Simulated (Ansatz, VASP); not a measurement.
# Two plane-wave programs on Al

```
Al
1.0
     4.63622    0.00000    0.00000
    -2.31811    4.01509    0.00000
     0.00000    0.00000    2.86850
Al
3
Cartesian
  2.3181 4.0151 0.0000
  0.0000 2.6767 1.4343
  2.3181 1.3384 1.4343
```

Alike in both runs: task single point; functional LDA; k mesh 9 × 9 × 13; occupations fermi-dirac, width 0.1 eV; no spin polarisation.

|  | VASP | Ansatz |
| --- | --- | --- |
| version | VASP 6.6.1 | Ansatz 0.2.0 |
| potentials or method | VASP PAW LDA potentials, release 64 (Al), cutoff 520 eV | plane waves (420 eV) with PAW, scalar-relativistic |
| valence electrons in the cell | 9 | 9 |

```tsv
	VASP	Ansatz	Ansatz less VASP
pressure (GPa)	-4.8	-4.8	-0.03
traceless stress, the component that is largest in VASP (GPa)	-1.38	-1.37	+0.007
```

Ansatz warns that its potentials were made for another functional, while VASP's fit it. LDA's correlation is that of Perdew and Zunger in VASP and of Perdew and Wang (1992) in Ansatz.
